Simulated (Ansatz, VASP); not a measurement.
# One calculation of Al, two programs

Contents of INCAR:

```
SYSTEM = Al
PREC = Accurate
ENCUT = 520
EDIFF = 1E-6
ISMEAR = -1
SIGMA = 0.05
LREAL = .False.
LASPH = .True.
NELM = 100
ALGO = Normal
ISIF = 2
LWAVE = .False.
LCHARG = .True.
GGA = PE
LELF = .True.
LVHAR = .True.
NBANDS = 10
```

File KPOINTS:

```
regular mesh
0
Gamma
  12 12 12
  0 0 0
```

The input POSCAR:

```
Al
1.0
    0.0000000000      2.9205635342      2.9205635342
    2.9205635342      0.0000000000      2.9205635342
    2.9205635342      2.9205635342      0.0000000000
Al
2
Direct
   -0.1250000000     -0.1250000000     -0.1250000000
    0.1250000000      0.1250000000      0.1250000000
```

Input for Ansatz:

```yaml
crystal:
  lattice:
    - [0.0, 2.9205635342, 2.9205635342]
    - [2.9205635342, 0.0, 2.9205635342]
    - [2.9205635342, 2.9205635342, 0.0]
  atoms:
    - { symbol: Al, position: [-0.125, -0.125, -0.125] }
    - { symbol: Al, position: [0.125, 0.125, 0.125] }
kpoints:
  mp_grid: { grid: [12, 12, 12] }
scf:
  occupations: { method: fermi_dirac, width: 0.05 }
hamiltonian:
  xc: pbe
  pseudopotentials: { kind: all_electron, lapw: { basis_error: 0.001 } }
output:
  forces: true
  stress: true
  eigenvalues: true
  populations: true
```

Change from the starting cell: volume scaled by 0.9, LAPW.

Alike in both runs: task single point; functional PBE; k mesh 12 × 12 × 12; occupations fermi-dirac, width 0.05 eV; no spin polarisation.

```csv
,VASP,Ansatz
version,VASP 6.6.1,Ansatz 0.2.0
potentials or method,"VASP PAW PBE potentials, release 64 (Al), cutoff 520 eV","all-electron LAPW, scalar-relativistic"
```

```tsv
	VASP	Ansatz	Ansatz less VASP
pressure (GPa)	4.9	4.8	-0.04
```

Ansatz ran all-electron here, and VASP with PAW potentials.
